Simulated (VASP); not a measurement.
Set up this calculation in VASP 6.6.1, as the native input.

| Property | Result |
| --- | --- |
| Task | relaxation of cell and atoms |
| Functional | PBE |
| Potentials or basis | VASP PAW PBE potentials, release 64 (Pt) |
| Cutoff | 600 eV |
| k mesh | 14 × 14 × 14 |
| Occupations | fermi-dirac, width 0.1 eV |
| Spin | no spin polarisation |
| Dipole correction | no |
| Further INCAR settings | ALGO = Normal; EDIFF = 1e-07; IBRION = 2; EDIFFG = -0.01; NSW = 80; ISIF = 3 |

The structure of Pt lies in POSCAR:

```
Pt
1.0
   -1.5568832667      1.5568832667      1.5568832667
    1.5568832667     -1.5568832667      1.5568832667
    1.5568832667      1.5568832667     -1.5568832667
Pt
1
Direct
    0.0000000000      0.0000000000      0.0000000000
```

One way to write it, as run:

INCAR

```
SYSTEM = Pt
  PREC = Accurate
  ENCUT = 600
  EDIFF = 1E-7
  ISMEAR = -1
  SIGMA = 0.1
  LREAL = .FALSE.
  LASPH = .TRUE.
  NELM = 80
  ALGO = Normal
  ISIF = 3
  LWAVE = .FALSE.
  LCHARG = .FALSE.
  GGA = PE
  IBRION = 2
  NSW = 80
  EDIFFG = -0.01
```

KPOINTS

```
regular mesh
0
G
  14 14 14
  0 0 0
```

Potentials or basis: VASP PAW PBE potentials, release 64 (Pt).

Run with:

```bash
$ cat potpaw_PBE.64/Pt/POTCAR > POTCAR
$ mpirun -np 1 vasp_std > vasp.out
```

Results of the run:

The relaxed volume is 15.83 Å³/atom, the relaxed cell is a = 2.740 Å, b = 2.740 Å, c = 2.740 Å, α = 109.47°, β = 109.47°, γ = 109.47° and the space group after relaxing (to 0.05 Å) is Im-3m (No. 229). The energy gained by relaxing is 27.8 meV/atom. The ionic steps are 4, the pressure after relaxing is -0.1 GPa and the band gap on the k mesh is zero (band 5 reaches 11.18 eV, above the bottom of band 6 at 9.02 eV).

Caveat: spin-orbit coupling is left out, which moves the levels of the heavy elements.

It took 67 s on 1 thread of AMD EPYC 7R43 64-Core Processor (Zen 3), with other jobs on the host, peak memory 0.13 GiB.
